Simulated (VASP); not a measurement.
LiSn2, 6 atoms in the cell. The structure is cubic, space group Fd-3m (No. 227). Conventional cell: a = 8.796 Å, b = 8.796 Å, c = 8.796 Å, α = 90.00°, β = 90.00°, γ = 90.00°. Li (site symmetry -43m) has 12 Sn at 3.65 Å and 4 Li at 3.81 Å within 4.8 Å. Sn (site symmetry -3m) has 6 Sn at 3.11 Å and 6 Li at 3.65 Å within 4.1 Å. 

| Item | Value |
| --- | --- |
| Program | VASP 6.6.1 |
| Task | single point |
| Functional | PBE |
| Potentials or basis | VASP PAW PBE potentials, release 64 (Li_sv, Sn_d) |
| Cutoff | 520 eV |
| k mesh | 8 × 8 × 8 |
| Occupations | gaussian, width 0.1 eV |
| Spin | no spin polarisation |
| Dipole correction | no |
| Further INCAR settings | ALGO = Fast; EDIFF = 1e-07; NBANDS = 40 |

Potentials or basis: VASP PAW PBE potentials, release 64 (Li_sv, Sn_d).

Command:

```bash
$ cat potpaw_PBE.64/Li_sv/POTCAR potpaw_PBE.64/Sn_d/POTCAR > POTCAR
$ mpirun -np 1 vasp_std > vasp.out
```

Hardware: 1 thread of Intel(R) Xeon(R) Platinum 8259CL CPU @ 2.50GHz (Skylake/Cascade Lake) (shared host).

Problem. How long does it take, and how much memory?

Solution. It took 16 min on 1 thread of Intel(R) Xeon(R) Platinum 8259CL CPU @ 2.50GHz (Skylake/Cascade Lake), with other jobs on the host, peak memory 0.4 GiB. Counts: scf iterations 60, k points 29.
